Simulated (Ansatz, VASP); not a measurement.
## Two plane-wave programs on C

Contents of POSCAR:

```
C
1.0
    0.0000000000      1.7298980000      1.7566490000
    1.7298980000      0.0000000000      1.7566490000
    1.7298980000      1.7298980000      0.0000000000
C
2
Direct
    0.5000000000      0.5000000000      0.5000000000
    0.7500000000      0.7500000000      0.7500000000
```

Contents of INCAR.step1:

```
  ALGO = Normal
  EDIFF = 1E-4
  ENCUT = 520
  GGA = PE
  ISMEAR = 0
  LASPH = True
  LCHARG = False
  LREAL = False
  LWAVE = True
  NBANDS = 11
  NELM = 100
  PREC = Accurate
  SIGMA = 0.05
```

The input INCAR.step2:

```
  ALGO = Normal
  EDIFF = 1E-6
  ENCUT = 520
  ISIF = 2
  ISMEAR = 0
  ISTART = 1
  LASPH = True
  LCHARG = False
  LMIXTAU = True
  LREAL = False
  LWAVE = False
  METAGGA = R2SCAN
  NBANDS = 11
  NELM = 100
  PREC = Accurate
  SIGMA = 0.05
```

The input KPOINTS:

```
k-points
0
Gamma
  12 12 12
```

Input for Ansatz:

```yaml
crystal:
  lattice:
    - [0.0, 1.729898, 1.756649]
    - [1.729898, 0.0, 1.756649]
    - [1.729898, 1.729898, 0.0]
  atoms:
    - { symbol: C, position: [0.5, 0.5, 0.5] }
    - { symbol: C, position: [0.75, 0.75, 0.75] }
basis:
  ecutwfc: 500
kpoints:
  mp_grid: { grid: [12, 12, 12] }
hamiltonian:
  xc: r2scan
scf:
  occupations: { method: gaussian, width: 0.05 }
output:
  forces: true
  stress: true
  eigenvalues: true
```

Change from the starting cell: strain -0.030 along x and y, -0.015 along z, atoms carried along.

Alike in both runs: task single point; functional r2SCAN; k mesh 12 × 12 × 12; occupations gaussian, width 0.05 eV; no spin polarisation.

|  | VASP | Ansatz |
| --- | --- | --- |
| version | VASP 6.6.1 | Ansatz 0.2.0 |
| potentials or method | VASP PAW PBE potentials, release 64 (C), cutoff 520 eV | scalar-relativistic, plane waves, PAW |
| valence electrons in the cell | 8 | 8 |

VASP gave:

```
gap on the k mesh at the Fermi level (eV)                     : 4.31
least direct gap on the mesh (eV)                             : 5.89
pressure (GPa)                                                : 37.6
traceless stress, the component that is largest in VASP (GPa) : -11.11
```

Which values does Ansatz return?

gap on the k mesh at the Fermi level (eV): 4.34; least direct gap on the mesh (eV): 5.94; pressure (GPa): 36.2; traceless stress, the component that is largest in VASP (GPa): -11.13.

VASP's potentials were made for PBE, not for r2SCAN. Both programs put the cell under a high pressure, so it lies far from rest at this level. With one functional, cell and mesh, what is left measures potentials, basis and numerics.
